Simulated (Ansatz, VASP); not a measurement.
This is a calculation of WC for VASP 6.6.1.

INCAR

```
  PREC = Accurate
  ENCUT = 520
  EDIFF = 1E-7
  ISMEAR = -1
  SIGMA = 0.05
  LREAL = F
  LASPH = T
  NELM = 100
  ALGO = Normal
  ISIF = 2
  LWAVE = F
  LCHARG = T
  LELF = T
  LVHAR = T
  NBANDS = 16
```

KPOINTS

```
Automatic mesh
0
Gamma
  10 10 9
```

The input POSCAR:

```
WC
1.0
    2.8869927008      0.0000000000      0.0000000000
   -1.4434963504      2.5002090195      0.0000000000
    0.0000000000      0.0000000000      2.8175618425
W C
1 1
Direct
    0.0000000000      0.0000000000      0.0000000000
    0.6666666667      0.3333333333      0.5000000000
```

Potentials or basis: VASP PAW LDA potentials, release 64 (W_sv, C).

Command:

```console
$ cat potpaw_LDA.64/W_sv/POTCAR potpaw_LDA.64/C/POTCAR > POTCAR
$ mpirun -np 1 vasp_std > vasp.out
```

Question: Set up the same calculation for Ansatz 0.2.0. Potentials there: all-electron LAPW, scalar-relativistic.

Answer: As run (the cutoff follows the program's own potentials):

The input input.yaml:

```yaml
crystal:
  lattice:
    - [2.8869927008, 0.0, 0.0]
    - [-1.4434963504, 2.5002090195, 0.0]
    - [0.0, 0.0, 2.8175618425]
  atoms:
    - { symbol: W, position: [0.0, 0.0, 0.0] }
    - { symbol: C, position: [0.6666666667, 0.3333333333, 0.5] }
kpoints:
  mp_grid: { grid: [10, 10, 9] }
scf:
  occupations: { method: fermi_dirac, width: 0.05 }
hamiltonian:
  xc: lda
  pseudopotentials: { kind: all_electron, lapw: { basis_error: 0.001 } }
output:
  forces: true
  stress: true
  eigenvalues: true
```

Potentials or basis: all-electron LAPW, scalar-relativistic.

Run with:

```bash
$ ansatz run input.yaml --threads 1 --pin off --max-ram 3072MiB --backend cpu --events-out ev --progress --plain --runs-dir out
```

Both were run:

|  | VASP | Ansatz | Ansatz less VASP |
| --- | --- | --- | --- |
| gap on the k mesh at the Fermi level (eV) | none | none | - |
| pressure (GPa) | 1.0 | -1.7 | -2.69 |
| traceless stress, the component that is largest in VASP (GPa) | -0.53 | -0.89 | -0.356 |

LDA's correlation is that of Perdew and Zunger in VASP and of Perdew and Wang (1992) in Ansatz. A gap of «none» marks a metal or a gap that the smearing closes. Ansatz ran all-electron here, and VASP with PAW potentials.

Neither program's run includes spin-orbit coupling.
